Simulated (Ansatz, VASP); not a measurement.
Fe in VASP and in Ansatz

File INCAR:

```
SYSTEM = Fe
PREC = Accurate ; ENCUT = 520
EDIFF = 1E-7 ; ISMEAR = 0
SIGMA = 0.03 ; LREAL = .FALSE.
LASPH = .TRUE. ; NELM = 150
ALGO = Normal ; ISIF = 2
LWAVE = .FALSE. ; LCHARG = .FALSE.
ISPIN = 2 ; MAGMOM = 2.208
LORBIT = 11 ; LMAXMIX = 4
GGA = PE ; NBANDS = 14
```

The input KPOINTS:

```
regular mesh
0
G
  15 15 15
  0 0 0
```

Contents of POSCAR:

```
Fe
1.0
   -1.4163059769      1.4163059769      1.4163059769
    1.4163059769     -1.4163059769      1.4163059769
    1.4163059769      1.4163059769     -1.4163059769
Fe
1
Direct
    0.0000000000      0.0000000000      0.0000000000
```

Input for Ansatz:

```yaml
crystal:
  lattice:
    - [-1.4163059769, 1.4163059769, 1.4163059769]
    - [1.4163059769, -1.4163059769, 1.4163059769]
    - [1.4163059769, 1.4163059769, -1.4163059769]
  atoms:
    - { symbol: Fe, position: [0.0, 0.0, 0.0], spin: 2.208 }
hamiltonian:
  xc: pbe
  pseudopotentials:
    kind: paw
    azcp:
      Fe: "pseudopotentials/Fe.paw.azcp"
basis:
  ecutwfc: 420
  fft_grid_basis: typed
kpoints:
  mp_grid: { grid: [15, 15, 15], shift: [0, 0, 0] }
magnetization:
  spin_polarized: true
scf:
  occupations: { method: gaussian, width: 0.03 }
  lower_state_search: "off"
output:
  stress: true
  write_density: true
  write_potential: true
  elf: true
  volumetric_format: npy
```

Alike in both runs: task single point; functional PBE; k mesh 15 × 15 × 15; occupations gaussian, width 0.03 eV; collinear spin.

|  | VASP | Ansatz |
| --- | --- | --- |
| version | VASP 6.6.1 | Ansatz 0.2.0 |
| potentials or method | VASP PAW PBE potentials, release 64 (Fe), cutoff 520 eV | plane waves (420 eV) with PAW, scalar-relativistic |
| valence electrons in the cell | 8 | 16 |

|  | VASP | Ansatz | Ansatz less VASP |
| --- | --- | --- | --- |
| pressure (GPa) | -0.4 | -0.1 | +0.28 |
| net moment per atom (μB) | 2.18 | 2.17 | -0.008 |
| size of the moment on the site where the two differ most (μB) | 2.18 | 2.22 | +0.042 |

Site moments also hang on the region over which each program counts them. VASP's potentials hold 8 valence electrons a cell and Ansatz's 16, so a difference there can come from the potentials and not from the codes.
